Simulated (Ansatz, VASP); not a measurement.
**Two plane-wave programs on Ag**

```
Ag
1.0
    -2.67005    2.67005    1.38574
     2.67005   -2.67005    1.38574
     2.67005    2.67005   -1.38574
Ag
2
Direct
  0.00000 0.00000 0.00000
  0.75000 0.25000 0.50000
```

Alike in both runs: functional PBE; k mesh 8 × 8 × 8; occupations gaussian, width 0.1 eV; no spin polarisation.

Ansatz relaxed the structure, and its values are those at the end. VASP's run is a single point on that final structure, the one shown.

```csv
,VASP,Ansatz
version,VASP 6.6.1,Ansatz 0.2.0
potentials or method,"VASP PAW PBE potentials, release 64 (Ag), cutoff 520 eV","scalar-relativistic, plane waves, PAW"
valence electrons in the cell,22,38
```

|  | VASP | Ansatz | Ansatz less VASP |
| --- | --- | --- | --- |
| gap on the k mesh at the Fermi level (eV) | none | none | - |
| pressure (GPa) | -0.1 | 0.0 | +0.10 |

A gap of «none» marks a metal or a gap that the smearing closes. The functional is the same, so the differences come from potentials, cutoffs and numerics. VASP's potentials hold 22 valence electrons a cell and Ansatz's 38, so a difference there can come from the potentials and not from the codes.
